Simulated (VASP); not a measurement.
Wanted: the native input for a VASP 6.6.1 run.

```yaml
Task: single point
Functional: PBEsol
Potentials_or_basis: VASP PAW PBE potentials, release 64 (Na_pv)
Cutoff: 520 eV
k_mesh: 9 × 9 × 9
Occupations: fermi-dirac, width 0.05 eV
Spin: no spin polarisation
Dipole_correction: no
Further_INCAR_settings: ALGO = Normal; EDIFF = 1e-06; NBANDS = 10
```

The structure of Na lies in POSCAR:

```
Na
1.0
   -2.1266304395      2.1266304395      2.1266304395
    2.1266304395     -2.1266304395      2.1266304395
    2.1266304395      2.1266304395     -2.1266304395
Na
1
Direct
    0.0000000000      0.0000000000      0.0000000000
```

These files were run (other wordings do the same):

INCAR

```
PREC = Accurate
ENCUT = 520
EDIFF = 1E-6
ISMEAR = -1
SIGMA = 0.05
LREAL = F
LASPH = T
NELM = 80
ALGO = Normal
ISIF = 2
LWAVE = F
LCHARG = F
GGA = PS
NBANDS = 10
```

KPOINTS

```
regular mesh
0
Gamma
  9 9 9
```

Potentials or basis: VASP PAW PBE potentials, release 64 (Na_pv).

The run is started by

```bash
$ cat potpaw_PBE.64/Na_pv/POTCAR > POTCAR
$ mpirun -np 1 vasp_std > vasp.out
```

It gave:

```
Pressure : -0.4 GPa
```

Caveat: the PAW data sets were made with another functional, which shifts forces and pressure a little.

Wall time 3.7 s on 1 thread of Intel(R) Xeon(R) 6975P-C (Granite Rapids) (shared host), peak memory 0.15 GiB.
